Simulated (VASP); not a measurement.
Set up this calculation in VASP 6.6.1, as the native input.

| Quantity | Value |
| --- | --- |
| Task | G0W0 quasiparticle levels |
| Functional | PBE |
| Potentials or basis | VASP PAW PBE potentials, release 64 (Be_GW, Se_GW) |
| Cutoff | 500 eV |
| k mesh | 4 × 4 × 4 |
| Occupations | gaussian, width 0.01 eV |
| Spin | no spin polarisation |
| Dipole correction | no |
| GW scheme | G0W0 |
| GW iterations | 1 |
| Cutoff of the response function | 80 |
| Frequency points | 48 |
| Empty bands | 60 |
| Further INCAR settings | ALGO = EVGW0; EDIFF = 1e-08; NBANDS = 64 |

Crystal: BeSe.

```
Be Se
1.0
     0.00000    2.58104    2.58104
     2.58104    0.00000    2.58104
     2.58104    2.58104    0.00000
Be Se
1 1
Cartesian
  0.0000 0.0000 0.0000
  1.2905 1.2905 1.2905
```

These files were run (other wordings do the same):

POSCAR

```
BeSe
1.0
    0.0000000000      2.5810355899      2.5810355899
    2.5810355899      0.0000000000      2.5810355899
    2.5810355899      2.5810355899      0.0000000000
Be Se
1 1
Direct
    0.0000000000      0.0000000000      0.0000000000
    0.2500000000      0.2500000000      0.2500000000
```

INCAR.step1

```
SYSTEM = BeSe
ALGO     = Normal         ! electronic algorithm
EDIFF    = 1E-8           ! SCF threshold, eV
ENCUT    = 500            ! plane-wave cutoff, eV
GGA      = PE             ! functional
ISMEAR   = 0              ! smearing method
LASPH    = .TRUE.         ! aspherical terms in the spheres
LCHARG   = .FALSE.        ! write CHGCAR
LREAL    = .FALSE.        ! projectors in reciprocal space
LWAVE    = .TRUE.         ! write WAVECAR
NELM     = 80             ! most SCF steps
PREC     = Accurate       ! precision mode
SIGMA    = 0.01           ! smearing width, eV
```

INCAR.step2

```
SYSTEM = BeSe
ALGO     = Exact          ! electronic algorithm
EDIFF    = 1E-8           ! SCF threshold, eV
ENCUT    = 500            ! plane-wave cutoff, eV
GGA      = PE             ! functional
ISMEAR   = 0              ! smearing method
ISTART   = 1            
LASPH    = .TRUE.         ! aspherical terms in the spheres
LCHARG   = .FALSE.        ! write CHGCAR
LOPTICS  = .TRUE.         ! frequency-dependent dielectric function
LREAL    = .FALSE.        ! projectors in reciprocal space
LWAVE    = .TRUE.         ! write WAVECAR
NBANDS   = 64             ! bands
NELM     = 1              ! most SCF steps
PREC     = Accurate       ! precision mode
SIGMA    = 0.01           ! smearing width, eV
```

INCAR.step3

```
SYSTEM = BeSe
ALGO     = EVGW0          ! electronic algorithm
EDIFF    = 1E-8           ! SCF threshold, eV
ENCUT    = 500            ! plane-wave cutoff, eV
ENCUTGW  = 80.0           ! cutoff of the response function
GGA      = PE             ! functional
ISMEAR   = 0              ! smearing method
ISTART   = 1            
LASPH    = .TRUE.         ! aspherical terms in the spheres
LCHARG   = .FALSE.        ! write CHGCAR
LREAL    = .FALSE.        ! projectors in reciprocal space
LWAVE    = .FALSE.        ! write WAVECAR
NBANDS   = 64             ! bands
NBANDSGW = 12           
NELMGW   = 1            
NOMEGA   = 48             ! frequency points
PREC     = Accurate       ! precision mode
PRECFOCK = Fast         
SIGMA    = 0.01           ! smearing width, eV
```

KPOINTS

```
k-points
0
G
  4 4 4
  0 0 0
```

Potentials or basis: VASP PAW PBE potentials, release 64 (Be_GW, Se_GW).

Launch:

```bash
$ cat potpaw_PBE.64/Be_GW/POTCAR potpaw_PBE.64/Se_GW/POTCAR > POTCAR
$ cp INCAR.step1 INCAR
$ mpirun -np 1 vasp_std > vasp.out
$ cp INCAR.step2 INCAR
$ mpirun -np 1 vasp_std > vasp.out
$ cp INCAR.step3 INCAR
$ mpirun -np 1 vasp_std > vasp.out
```

Results of the run:

```
Band gap on the k mesh, mean-field level : 2.63 eV, indirect (least direct gap 4.26 eV)
Quasiparticle gap                        : 3.52 eV
Least direct quasiparticle gap           : 5.53 eV
```

Caveat: the k points lie up to 0.53 Å⁻¹ apart; bands, screening cutoff and mesh are small and nothing is extrapolated, so the quasiparticle values aren't converged.

Run time: 25 s on 1 thread of Intel(R) Xeon(R) 6975P-C (Granite Rapids), on a shared host, peak memory 0.3 GiB.
